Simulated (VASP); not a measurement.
Set up this calculation in VASP 6.6.1, as the native input.

| Item | Value |
| --- | --- |
| Task | single point |
| Functional | PBEsol |
| Potentials or basis | VASP PAW PBE potentials, release 64 (Sn_d, O) |
| Cutoff | 520 eV |
| k mesh | 6 × 6 × 8 |
| Occupations | gaussian, width 0.05 eV |
| Spin | no spin polarisation |
| Dipole correction | no |
| Further INCAR settings | ALGO = Normal; EDIFF = 1e-07; NBANDS = 35 |

The structure of SnO2 lies in POSCAR:

```
SnO2
1.0
    4.8483620387      0.0000000000      0.0000000000
    0.0000000000      4.8483620387      0.0000000000
    0.0000000000      0.0000000000      3.2649990520
Sn O
2 4
Direct
    0.0000000000      0.0000000000      0.0000000000
    0.5000000000      0.5000000000      0.5000000000
    0.2471788033      0.3654173315      0.0000000000
    0.2528211967      0.8654173315      0.5000000000
    0.7528211967      0.6345826685      0.0000000000
    0.7471788033      0.1345826685      0.5000000000
```

This cell differs from its parent crystal: atoms displaced along a vibrational mode, the cell strained.

These files were run (other wordings do the same):

INCAR

```
PREC     = Accurate       # precision mode
ENCUT    = 520            # plane-wave cutoff, eV
EDIFF    = 1E-7           # SCF threshold, eV
ISMEAR   = 0              # smearing method
SIGMA    = 0.05           # smearing width, eV
LREAL    = False          # projectors in reciprocal space
LASPH    = True           # aspherical terms in the spheres
NELM     = 80             # most SCF steps
ALGO     = Normal         # electronic algorithm
ISIF     = 2              # what is computed and relaxed
LWAVE    = False          # write WAVECAR
LCHARG   = False          # write CHGCAR
GGA      = PS             # functional
NBANDS   = 35             # bands
```

KPOINTS

```
Automatic mesh
0
Gamma
  6 6 8
```

Potentials or basis: VASP PAW PBE potentials, release 64 (Sn_d, O).

Run with:

```bash
$ cat potpaw_PBE.64/Sn_d/POTCAR potpaw_PBE.64/O/POTCAR > POTCAR
$ mpirun -np 1 vasp_std > vasp.out
```

It gave:

```
Pressure               : -12.8 GPa
Largest force          : 0.961 eV/Å
Band gap on the k mesh : 0.78 eV (least direct gap 0.84 eV)
```

Caveat: the cell differs from its parent crystal (atoms displaced along a vibrational mode, the cell strained); the cell stands under tension; semilocal functionals underestimate gaps, and a narrow one can read as zero; the PAW data sets were made with another functional, which shifts forces and pressure a little; spin-orbit coupling is left out, which moves the levels of the heavy elements.

Wall time 74 s on 1 thread of Intel(R) Xeon(R) 6975P-C (Granite Rapids), with other jobs on the host, peak memory 0.29 GiB.
